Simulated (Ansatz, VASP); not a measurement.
**In in VASP and in Ansatz**

```
In
1.0
    -1.64822    1.69734    2.52498
     1.69734   -1.64822    2.52498
     1.60436    1.60436   -2.49270
In
1
Direct
  0.00000 0.00000 0.00000
```

Alike in both runs: task single point; functional PBE; k mesh 11 × 11 × 14; occupations methfessel-paxton of order 1, width 0.6 eV; no spin polarisation.

|  | VASP | Ansatz |
| --- | --- | --- |
| version | VASP 6.6.1 | Ansatz 0.2.0 |
| potentials or method | VASP PAW PBE potentials, release 64 (In_d), cutoff 520 eV | plane waves (420 eV) with PAW, scalar-relativistic |
| valence electrons in the cell | 13 | 13 |

VASP gave:

```
pressure (GPa)                                                : -0.1
traceless stress, the component that is largest in VASP (GPa) : -0.19
```

Task: Which values does Ansatz return?

Result: Pressure (GPa): 0.0; traceless stress, the component that is largest in VASP (GPa): -0.19.

The functional is the same, so the differences come from potentials, cutoffs and numerics.
